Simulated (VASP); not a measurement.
Input of a VASP 6.6.1 run:

File POSCAR:

```
Rb3Ba
1.0
    0.0000000000      5.5144300000      5.5144300000
    5.5144300000      0.0000000000      5.5144300000
    5.5144300000      5.5144300000      0.0000000000
Rb Ba
3 1
Direct
    0.2500000000      0.2500000000      0.2500000000
    0.7500000000      0.7500000000      0.7500000000
    0.5000000000      0.5000000000      0.5000000000
    0.0000000000      0.0000000000      0.0000000000
```

Contents of INCAR.step1:

```
PREC     = Accurate       # precision mode
ENCUT    = 520            # plane-wave cutoff, eV
ISMEAR   = 0              # smearing method
SIGMA    = 0.1            # smearing width, eV
LREAL    = F              # projectors in reciprocal space
LASPH    = T              # aspherical terms in the spheres
NELM     = 60             # most SCF steps
NBANDS   = 26             # bands
GGA      = PE             # functional
ALGO     = Normal         # electronic algorithm
EDIFF    = 1E-4           # SCF threshold, eV
LWAVE    = T              # write WAVECAR
LCHARG   = F              # write CHGCAR
```

File INCAR.step2:

```
PREC     = Accurate       # precision mode
ENCUT    = 520            # plane-wave cutoff, eV
EDIFF    = 1E-6           # SCF threshold, eV
ISMEAR   = 0              # smearing method
SIGMA    = 0.1            # smearing width, eV
LREAL    = F              # projectors in reciprocal space
LASPH    = T              # aspherical terms in the spheres
NELM     = 60             # most SCF steps
ALGO     = Normal         # electronic algorithm
ISIF     = 2              # what is computed and relaxed
LWAVE    = F              # write WAVECAR
LCHARG   = F              # write CHGCAR
METAGGA  = R2SCAN         # meta-GGA
LMIXTAU  = T            
NBANDS   = 26             # bands
ISTART   = 1
```

File KPOINTS:

```
regular mesh
0
Gamma
  1 1 1
```

Potentials or basis: VASP PAW PBE potentials, release 64 (Rb_sv, Ba_sv).

The run is started by

```console
$ cat potpaw_PBE.64/Rb_sv/POTCAR potpaw_PBE.64/Ba_sv/POTCAR > POTCAR
$ cp INCAR.step1 INCAR
$ mpirun -np 1 vasp_gam > vasp.out
$ cp INCAR.step2 INCAR
$ mpirun -np 1 vasp_gam > vasp.out
```

(1) What does it give for the pressure?

Answers

(1) -1.7 GPa.

Caveat: the k points lie up to 0.99 Å⁻¹ apart; the PAW data sets were made with another functional, which shifts forces and pressure a little.
